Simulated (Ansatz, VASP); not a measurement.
One calculation of SnTe, two programs

The input INCAR:

```
SYSTEM = SnTe
PREC = Accurate
ENCUT = 600
EDIFF = 1E-7
ISMEAR = 0
SIGMA = 0.01
LREAL = .False.
LASPH = .True.
NELM = 100
ALGO = Normal
ISIF = 3
LWAVE = .False.
LCHARG = .False.
GGA = PE
IBRION = 2
NSW = 65
EDIFFG = -0.01
```

The input KPOINTS:

```
regular mesh
0
Gamma
  12 12 6
  0 0 0
```

File POSCAR:

```
SnTe
1.0
    4.5323837212      0.0000000000      0.0000000000
   -2.2661918606      3.9251594423      0.0000000000
    0.0000000000      0.0000000000      7.4029699012
Sn Te
2 2
Direct
    0.0000000000      0.0000000000      0.0000000000
    0.0000000000      0.0000000000      0.5000000000
    0.3333333333      0.6666666667      0.2500000000
    0.6666666667      0.3333333333      0.7500000000
```

Input for Ansatz:

```yaml
crystal:
  lattice:
    - [4.5323837212, 0.0, 0.0]
    - [-2.2661918606, 3.9251594423, 0.0]
    - [0.0, 0.0, 7.4029699012]
  atoms:
    - { symbol: Sn, position: [0.0, 0.0, 0.0] }
    - { symbol: Te, position: [0.3333333333, 0.6666666667, 0.25] }
    - { symbol: Sn, position: [0.0, 0.0, 0.5] }
    - { symbol: Te, position: [0.6666666667, 0.3333333333, 0.75] }
basis:
  ecutwfc: 420
kpoints:
  mp_grid: { grid: [12, 12, 6] }
hamiltonian:
  xc: pbe
scf:
  occupations: { method: gaussian, width: 0.01 }
output:
  forces: true
  stress: true
  eigenvalues: true
  populations: true
relax:
  adjacent_minimum: "off"
  f_tol: 0.01
  max_steps: 45
  cell: { stress_tol: 0.05 }
```

Alike in both runs: task relaxation of cell and atoms; functional PBE; k mesh 12 × 12 × 6; occupations gaussian, width 0.01 eV; no spin polarisation.

|  | VASP | Ansatz |
| --- | --- | --- |
| version | VASP 6.6.1 | Ansatz 0.2.0 |
| potentials or method | VASP PAW PBE potentials, release 64 (Sn_d, Te), cutoff 600 eV | scalar-relativistic, plane waves, PAW |
| valence electrons in the cell | 40 | 60 |

|  | VASP | Ansatz | Ansatz less VASP |
| --- | --- | --- | --- |
| gap on the k mesh at the Fermi level, each at its own relaxed structure (eV) | none | none | - |
| relaxed volume (Å³/atom) | 33.58 | 33.61 | +0.037 |
| relaxed cell length with the largest relative difference (Å) | 7.857 | 7.863 | +0.0055 |

A gap of «none» marks a metal or a gap that the smearing closes. VASP's potentials hold 40 valence electrons a cell and Ansatz's 60, so a difference there can come from the potentials and not from the codes.

Neither program's run includes spin-orbit coupling.
